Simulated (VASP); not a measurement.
The system is Co.

```xyz
2
Lattice="2.4715 0.0000 0.0000 -1.2358 2.1404 0.0000 0.0000 0.0000 4.0271" Properties=species:S:1:pos:R:3 pbc="T T T"
Co    0.0000    1.4269    1.0068
Co    1.2358    0.7135    3.0203
```

Program: VASP 6.6.1. Alike in all runs: task single point; level r2SCAN; potentials or basis VASP PAW PBE potentials, release 64 (Co); spin collinear, ferromagnetic start; cell as given; cutoff (eV) 520.

Q: Order these runs on this cell by their pressure, lowest first.
A. k mesh 5 × 5 × 3; smearing fermi-dirac 0.05 eV
B. k mesh 7 × 7 × 4; smearing fermi-dirac 0.05 eV
C. k mesh 15 × 15 × 8; smearing fermi-dirac 0.01 eV
D. k mesh 2 × 2 × 1; smearing fermi-dirac 0.05 eV

A: D (-6.3 GPa), C (-1.8 GPa), B (1.6 GPa), A (3.9 GPa).

Caveats: some runs use coarse meshes; the PAW data sets were made with another functional, which shifts forces and pressure a little.
